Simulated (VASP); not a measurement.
# Mg8O9 (a cell with a defect) in VASP: notebook

Runs on Mg8O9 (a cell with a defect). Level: PBEsol. Tasks: single point.

Everything below comes from runs of VASP 6.6.1. Logs are shortened: lines on timing, memory, paths and dates and some standing lists are left out, and cuts for length are marked.

## Step 1: The cell of the first run

The cell holds a defect, 17 atoms: a = 5.508 Å, b = 5.508 Å, c = 5.508 Å, α = 60.00°, β = 60.00°, γ = 60.00°.

## Step 2: Single point, PBEsol, collinear spin

Contents of INCAR:

```
PREC     = Accurate       # precision mode
ENCUT    = 520            # plane-wave cutoff, eV
EDIFF    = 1E-7           # SCF threshold, eV
ISMEAR   = -1             # smearing method
SIGMA    = 0.05           # smearing width, eV
LREAL    = Auto         
LASPH    = T              # aspherical terms in the spheres
NELM     = 150            # most SCF steps
ALGO     = Normal         # electronic algorithm
ISIF     = 2              # what is computed and relaxed
LWAVE    = F              # write WAVECAR
LCHARG   = F              # write CHGCAR
ISPIN    = 2              # spin polarisation
MAGMOM   = 0 0 0 0 0 0 0 0 0 0 0 0 0 0 0 0 1 # initial moments
LORBIT   = 11             # projections on sites
GGA      = PS             # functional
NBANDS   = 53             # bands
```

Contents of KPOINTS:

```
regular mesh
0
Gamma
  2 2 2
```

Contents of POSCAR:

```
Mg8O9
1.0
    0.0000000000      3.8950000000      3.8950000000
    3.8950000000      0.0000000000      3.8950000000
    3.8950000000      3.8950000000      0.0000000000
Mg O
8 9
Direct
    0.0226700899     -0.0275994865     -0.0441591784
    0.0265982028     -0.0170474968      0.4815404365
    0.0312195122      0.4806418485     -0.0507317073
   -0.0412580231      0.4624646983      0.4464441592
    0.5192169448      0.0070988447     -0.0602952503
    0.5547240051      0.0053786906      0.4179589217
    0.5544801027      0.4685237484     -0.1021052632
    0.4913735558      0.5179717587      0.4324518614
    0.2690885751      0.1988189987      0.2254428755
    0.2651732991      0.2373684211      0.6312580231
    0.1000385109      0.7422721438      0.3400385109
    0.2723491656      0.7115019255      0.7049807445
    0.7780744544      0.2498844673      0.1659820282
    0.7495250321      0.2338896021      0.6793838254
    0.7628626444      0.7304878049      0.1907958922
    0.7501925546      0.7450320924      0.7001026958
    0.3494223363      0.7397946085      1.0994351733
```

Potentials or basis: VASP PAW PBE potentials, release 64 (Mg, O).

Launch:

```
> cat potpaw_PBE.64/Mg/POTCAR potpaw_PBE.64/O/POTCAR > POTCAR
> mpirun -np 1 vasp_std > vasp.out
```

OUTCAR:

```text
PREC = Accurate
   ENCUT = 520
   EDIFF = 1E-7
   ISMEAR = -1
   LREAL = Auto
   LASPH = T
   NELM = 150
   ISIF = 2
   ISPIN = 2
   LORBIT = 11
   GGA = PS

 ion  position               nearest neighbor table
   1  0.023  0.972  0.956-  17 1.90  13 1.91  15 1.96  11 1.99  12 1.99  10 2.02  14 2.14   6 2.57
                             2 2.57   7 2.67   3 2.70   5 2.73   4 2.78   4 2.79   5 2.79   3 2.81
   2  0.027  0.983  0.482-  11 1.65  14 1.78   9 1.79  12 1.84  16 2.02  13 2.21   4 2.39  17 2.47
                             1 2.57   8 2.58   5 2.67   3 2.68   6 2.73   6 2.81   3 2.84   5 2.86
   3  0.031  0.481  0.949-  12 1.84  13 1.89  15 1.92   9 2.01  16 2.07  10 2.21   4 2.52   5 2.65
                             2 2.68   8 2.70   1 2.70   7 2.72   1 2.81   7 2.81   8 2.83   2 2.84
   4  0.959  0.462  0.446-  14 1.71  11 1.78  15 1.78   9 1.93  10 1.95  16 2.12   7 2.37   2 2.39
                             8 2.47   3 2.52  17 2.62   6 2.67   1 2.78   1 2.79   6 2.96   3 3.04
   5  0.519  0.007  0.940-  17 1.75  14 1.79   9 1.88  15 1.93  16 1.96  10 2.21   7 2.53   3 2.65
                             2 2.67   8 2.71  11 2.72   1 2.73   6 2.73   6 2.79   1 2.79   8 2.81
   6  0.555  0.005  0.418-  10 1.77  13 1.83  16 1.88   9 1.90  15 1.97  12 2.24  11 2.51   1 2.57
                             4 2.67   8 2.70   7 2.72   2 2.73   5 2.73   5 2.79   2 2.81   7 2.81
   7  0.554  0.469  0.898-  14 1.77  17 1.86  16 1.86  12 1.87  13 1.92   9 2.18   4 2.37   5 2.53
                             8 2.62   1 2.67   3 2.72   6 2.72   6 2.81   3 2.81   1 2.86   8 2.92
   8  0.491  0.518  0.432-  12 1.83  15 1.89  17 1.93  14 1.98  10 2.00  11 2.06  13 2.08   4 2.47
                             2 2.58   7 2.62   3 2.70   6 2.70   5 2.71   5 2.81   3 2.83   6 2.83
   9  0.269  0.199  0.225-   2 1.79   5 1.88   6 1.90   4 1.93   3 2.01   7 2.18
  10  0.265  0.237  0.631-   6 1.77   4 1.95   8 2.00   1 2.02   3 2.21   5 2.21
  11  0.100  0.742  0.340-  17 1.35   2 1.65   4 1.78  16 1.96   1 1.99   8 2.06   6 2.51   5 2.72

  12  0.272  0.712  0.705-   8 1.83   3 1.84   2 1.84   7 1.87   1 1.99   6 2.24
  13  0.778  0.250  0.166-   6 1.83   3 1.89   1 1.91   7 1.92   8 2.08   2 2.21
  14  0.750  0.234  0.679-   4 1.71   7 1.77   2 1.78   5 1.79   8 1.98   1 2.14
  15  0.763  0.730  0.191-   4 1.78   8 1.89   3 1.92   5 1.93   1 1.96   6 1.97
  16  0.750  0.745  0.700-   7 1.86   6 1.88  11 1.96   5 1.96   2 2.02   3 2.07   4 2.12
  17  0.349  0.740  0.099-  11 1.35   5 1.75   7 1.86   1 1.90   8 1.93   2 2.47   4 2.62

  LATTYP: Found a face centered cubic cell.
 ALAT       =     7.7900000000

  Lattice vectors:

 A1 = (   0.0000000000,   3.8950000000,   3.8950000000)
 A2 = (   3.8950000000,   0.0000000000,   3.8950000000)
 A3 = (   3.8950000000,   3.8950000000,   0.0000000000)

Analysis of symmetry for initial positions (statically):
=====================================================================
 Subroutine PRICEL returns:
 Original cell was already a primitive cell.

 Routine SETGRP: Setting up the symmetry group for a
 face centered cubic supercell.

[... 199 lines left out ...]
 fundamental gap:      5.2376623045
 Fermi energy:         8.3516227470

 spin component 1

 k-point     1 :       0.0000    0.0000    0.0000
  band No.  band energies     occupation
      1     -17.3375      1.00000
      2     -13.1304      1.00000
      3     -11.8663      1.00000
      4     -11.3224      1.00000
      5     -11.1665      1.00000
      6     -10.6997      1.00000
[... 389 lines left out ...]
     46      18.1909      0.00000
     47      18.7129      0.00000
 Fermi energy:         8.3516227470

 spin component 2

 k-point     1 :       0.0000    0.0000    0.0000
  band No.  band energies     occupation
      1     -17.3375      1.00000
      2     -13.1304      1.00000
      3     -11.8663      1.00000
      4     -11.3224      1.00000
      5     -11.1665      1.00000
      6     -10.6997      1.00000
[... 389 lines left out ...]
     46      18.1909      0.00000
     47      18.7129      0.00000
 [bands above 47 left out]

------------------------ aborting loop because EDIFF is reached ----------------------------------------

  FORCE on cell =-STRESS in cart. coord.  units (eV):
  Direction    XX          YY          ZZ          XY          YZ          ZX
  --------------------------------------------------------------------------------------
  -------------------------------------------------------------------------------------
  Total       82.5331821     59.8675972     82.6298536      0.1657000     -0.9811471     -3.2409881
  in kB     1118.8884495    811.6149324   1120.1990091      2.2463665    -13.3012460    -43.9375298
  external PRESSURE =    1016.9007970 kB  Pullay stress =       0.0000000 kB

 VOLUME and BASIS-vectors are now :
 -----------------------------------------------------------------------------
  energy-cutoff  :      520.00
  volume of cell :      118.18
      direct lattice vectors                 reciprocal lattice vectors
     0.000000000  3.895000000  3.895000000    -0.128369705  0.128369705  0.128369705
     3.895000000  0.000000000  3.895000000     0.128369705 -0.128369705  0.128369705
     3.895000000  3.895000000  0.000000000     0.128369705  0.128369705 -0.128369705

 POSITION                                       TOTAL-FORCE (eV/Angst)
 -----------------------------------------------------------------------------------
      7.51050      3.81130      3.87580        -0.589083     -0.262900      1.446471
      5.70420      1.97920      3.93220         2.442513     -1.133532     -0.521948
      5.56950      3.81900      1.99370        -1.666607     -1.921420     -1.563230
      3.54020      5.47320      5.53560         0.215184      3.608396      4.364423
      3.68780      5.68250      2.05000        -1.498605     -1.052771     -0.331954
      1.64890      3.78860      2.18160        -0.819837      0.560468     -1.961055
[... 9 lines left out ...]
      5.62880      5.64890      5.82390         0.583212      1.021105     -0.377584
      3.26880      1.74830      4.24250        -2.900235      0.056496      0.902675
 -----------------------------------------------------------------------------------
    total drift:                                0.012290     -0.010950      0.004637

  FREE ENERGIE OF THE ION-ELECTRON SYSTEM (eV)
  ---------------------------------------------------
  free  energy   TOTEN  =       -89.4404330453 eV

  energy  without entropy=      -89.4404330453  energy(sigma->0) =      -89.44043305

 total charge

# of ion       s       p       d       tot
------------------------------------------
    1        0.185   0.266   0.145   0.596
    2        0.248   0.382   0.224   0.855
    3        0.195   0.274   0.139   0.608
    4        0.241   0.369   0.211   0.821
    5        0.218   0.326   0.178   0.723
    6        0.214   0.314   0.172   0.700
[... 9 lines left out ...]
   16        1.552   3.688   0.000   5.240
   17        1.591   3.680   0.000   5.271
--------------------------------------------------
tot         15.808  35.906   1.406  53.120

 magnetization (x)

# of ion       s       p       d       tot
------------------------------------------
    1        0.000   0.000   0.000   0.000
    2       -0.000  -0.000  -0.000  -0.000
    3        0.000   0.000   0.000   0.000
    4       -0.000  -0.000  -0.000  -0.000
    5        0.000   0.000   0.000   0.000
    6        0.000   0.000   0.000   0.000
[... 9 lines left out ...]
   16        0.000   0.000   0.000   0.000
   17       -0.000  -0.000   0.000  -0.000
--------------------------------------------------
tot          0.000  -0.000   0.000  -0.000
```

OSZICAR:

```text
N       E                     dE             d eps       ncg     rms          rms(c)
DAV:   1     0.379018808730E+03    0.37902E+03   -0.36830E+04  1704   0.125E+03
DAV:   2    -0.827684476198E+02   -0.46179E+03   -0.45040E+03  2030   0.300E+02
DAV:   3    -0.103338582264E+03   -0.20570E+02   -0.20472E+02  2128   0.632E+01
DAV:   4    -0.103452709616E+03   -0.11413E+00   -0.11405E+00  2024   0.514E+00
DAV:   5    -0.103453214838E+03   -0.50522E-03   -0.50520E-03  1969   0.342E-01    0.229E+01
DAV:   6    -0.900566751102E+02    0.13397E+02   -0.36076E+01  1869   0.286E+01    0.683E+00
DAV:   7    -0.896154460861E+02    0.44123E+00   -0.16424E+00  1936   0.607E+00    0.423E+00
DAV:   8    -0.894396608404E+02    0.17579E+00   -0.32310E-01  1996   0.334E+00    0.151E+00
DAV:   9    -0.894415290871E+02   -0.18682E-02   -0.40238E-02  1984   0.107E+00    0.451E-01
DAV:  10    -0.894403125039E+02    0.12166E-02   -0.16238E-02  1991   0.677E-01    0.224E-01
DAV:  11    -0.894404105431E+02   -0.98039E-04   -0.16999E-03  1947   0.228E-01    0.760E-02
DAV:  12    -0.894404308433E+02   -0.20300E-04   -0.36615E-04  1976   0.107E-01    0.454E-02
DAV:  13    -0.894404309365E+02   -0.93227E-07   -0.53608E-05  2024   0.421E-02    0.157E-02
DAV:  14    -0.894404328616E+02   -0.19250E-05   -0.10285E-05  2014   0.161E-02    0.645E-03
DAV:  15    -0.894404329977E+02   -0.13614E-06   -0.14598E-06  2000   0.785E-03    0.228E-03
DAV:  16    -0.894404330453E+02   -0.47644E-07   -0.28736E-07  1695   0.272E-03
   1 F= -.89440433E+02 E0= -.89440433E+02  d E =-.803131E-10  mag=     0.0000
```

It took 3.6 min on 1 thread of Intel Xeon Platinum 8375C at 2.90GHz (Ice Lake), shared host; peak memory 0.33 GiB.

Results:

- Free energy: -89.4404 eV
- Pressure: 101.7 GPa
- Largest force: 5.667 eV/Å
- Band gap on the k mesh: 5.24 eV
- Net moment: 0.00 μB per cell
- Valence electrons inside the program's atomic spheres: Mg 0.60, 0.85, 0.61, 0.82, 0.72, 0.70, 0.73, 0.63; O 5.26, 5.20, 5.29, 5.24, 5.37, 5.27 (each value once)

Forces in eV/Å, atoms in the order of the input:
```
Mg  -0.589 -0.263  1.446
Mg   2.443 -1.134 -0.522
Mg  -1.667 -1.921 -1.563
Mg   0.215  3.608  4.364
Mg  -1.499 -1.053 -0.332
Mg  -0.820  0.560 -1.961
Mg   3.945  1.206 -0.875
Mg  -2.784 -0.894 -1.914
O   -1.120 -2.858  2.900
O    4.577  2.641 -0.743
O   -2.589 -0.626 -1.865
O    1.118  0.321  0.848
O    0.324  0.447  0.678
O    0.473  0.578 -1.911
O    0.289 -1.690  0.924
O    0.583  1.021 -0.378
O   -2.900  0.056  0.903
```

Caveat: the k points lie up to 0.70 Å⁻¹ apart; the atoms stand as in a frame of molecular dynamics; the PAW data sets were made with another functional, which shifts forces and pressure a little.

(Continued in part 2 of 2.)
